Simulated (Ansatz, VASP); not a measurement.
## Tl in VASP and in Ansatz

```
Tl
1.0
     3.40632    0.00000    0.00000
    -1.70316    2.94996    0.00000
     0.00000    0.00000    5.43292
Tl
2
Direct
  0.33333 0.66667 0.25000
  0.66667 0.33333 0.75000
```

Alike in both runs: functional LDA; k mesh 17 × 17 × 9; occupations fermi-dirac, width 0.05 eV; no spin polarisation.

Ansatz relaxed the structure, and its values are those at the end. VASP's run is a single point on that final structure, the one shown.

|  | VASP | Ansatz |
| --- | --- | --- |
| version | VASP 6.6.1 | Ansatz 0.2.0 |
| potentials or method | VASP PAW LDA potentials, release 64 (Tl_d) | PAW with Ansatz's default frozen-core files, scalar-relativistic |
| plane-wave cutoff (eV) | 520 | 420 |
| valence electrons in the cell | 26 | 26 |

```csv
,VASP,Ansatz,Ansatz less VASP
pressure (GPa),0.1,0.0,-0.10
```

LDA's correlation is that of Perdew and Zunger in VASP and of Perdew and Wang (1992) in Ansatz.

Spin-orbit coupling is off throughout.
